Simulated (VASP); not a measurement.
# CdTe: vibrations by perturbation theory with LDA

Crystal: CdTe.

```xyz
2
Lattice="0.0000 3.0540 3.0540 3.0540 0.0000 3.0540 3.0540 3.0540 0.0000" Properties=species:S:1:pos:R:3 pbc="T T T"
Cd    0.0000    0.0000    0.0000
Te    3.0540    3.0540    3.0540
```

| Quantity | Value |
| --- | --- |
| Program | VASP 6.6.1 |
| Task | vibrations by perturbation theory |
| Functional | LDA |
| Potentials or basis | VASP PAW LDA potentials, release 64 (Cd, Te) |
| Cutoff | 520 eV |
| k mesh | 12 × 12 × 12 |
| Occupations | fermi-dirac, width 0.15 eV |
| Spin | no spin polarisation |
| Dipole correction | no |
| Further INCAR settings | ALGO = Normal; EDIFF = 1e-08; IBRION = 8; NSW = 1 |

```
Highest phonon frequency at Γ, LO-TO splitting left out : 61 cm⁻¹
```

Phonon frequencies in cm⁻¹ (negative: imaginary):
| q point | frequencies |
| --- | --- |
| (0.000, 0.000, 0.000) | 0 0 0 61 61 61 |

Wall time 4.5 min on 1 thread of Intel Xeon 8259CL, on a shared host, peak memory 0.4 GiB.

Caveat: the cell stands under pressure or tension, which shifts response properties.
